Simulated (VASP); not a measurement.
A run of VASP 6.6.1 is set up as follows.

INCAR

```
SYSTEM = Cd3TeSe2
ALGO = Normal
EDIFF = 1E-7
ENCUT = 520
GGA = PE
ISIF = 2
ISMEAR = 0
LASPH = .TRUE.
LCHARG = .FALSE.
LREAL = .FALSE.
LWAVE = .FALSE.
NBANDS = 36
NELM = 100
PREC = Accurate
SIGMA = 0.1
```

File KPOINTS:

```
k-points
0
G
  6 6 2
  0 0 0
```

File POSCAR:

```
Cd3TeSe2
1.0
    4.2520161100      0.0000000000      0.0000000000
   -2.1260080600      3.6823539700      0.0000000000
    0.0000000000      0.0000000000     10.4152698500
Cd Te Se
3 1 2
Direct
    0.0000000000      0.0000000000      0.0000000000
    0.6666666700      0.3333333300      0.3333333300
    0.3333333300      0.6666666700      0.6666666700
    0.0000000000      0.0000000000      0.7500000000
    0.6666666700      0.3333333300      0.0833333300
    0.3333333300      0.6666666700      0.4166666700
```

Potentials or basis: VASP PAW PBE potentials, release 64 (Cd, Te, Se).

Launch:

```console
$ cat potpaw_PBE.64/Cd/POTCAR potpaw_PBE.64/Te/POTCAR potpaw_PBE.64/Se/POTCAR > POTCAR
$ mpirun -np 1 vasp_std > vasp.out
```

Estimate the largest force.

1.074 eV/Å.

Predict the pressure.

10.3 GPa.

Predict the band gap on the k mesh.

0.70 eV.

Stress tensor (GPa, compression positive):
```
10.40  0.00  0.00
 0.00 10.40  0.00
 0.00  0.00 10.10
```

Caveat: the cell stands under pressure; semilocal functionals underestimate gaps, and a narrow one can read as zero; spin-orbit coupling is left out, which moves the levels of the heavy elements; forces of over 1 eV/Å act on the atoms, so gaps and moduli don't describe the material at rest.
